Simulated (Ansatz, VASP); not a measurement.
## Si5P in VASP and in Ansatz

```xyz
6
Lattice="4.7903 0.0000 0.0000 0.0000 4.5914 0.0000 -2.2219 0.0000 5.0481" Properties=species:S:1:pos:R:3 pbc="T T T"
Si   -0.3283    2.2957    5.0399
Si   -1.2342    2.2957    2.8867
Si    0.6625    0.0000    5.0252
Si    3.8206    0.0000    2.1649
Si    1.1536    2.2957    2.2255
P     1.4090    0.0000    2.8502
```

Change from the starting cell: the structure that the rattled cell fell into.

Alike in both runs: task single point; functional PBE; k mesh 4 × 4 × 4; occupations gaussian, width 0.1 eV; no spin polarisation.

```csv
,VASP,Ansatz
version,VASP 6.6.1,Ansatz 0.2.0
potentials or method,"VASP PAW PBE potentials, release 64 (Si, P), cutoff 520 eV","scalar-relativistic, plane waves, PAW"
valence electrons in the cell,25,25
```

VASP gave:

| Quantity | Value |
| --- | --- |
| gap on the k mesh at the Fermi level (eV) | none |
| pressure (GPa) | -0.1 |
| traceless stress, the component that is largest in VASP (GPa) | 0.20 |
| rms of the force components (eV/Å) | 0.011 |

Q: Estimate Ansatz's values.

A: gap on the k mesh at the Fermi level (eV): none; pressure (GPa): 0.0; traceless stress, the component that is largest in VASP (GPa): 0.21; rms of the force components (eV/Å): 0.012.

Atom by atom the forces differ by 0.004 eV/Å (rms over components). A gap of «none» marks a metal or a gap that the smearing closes.
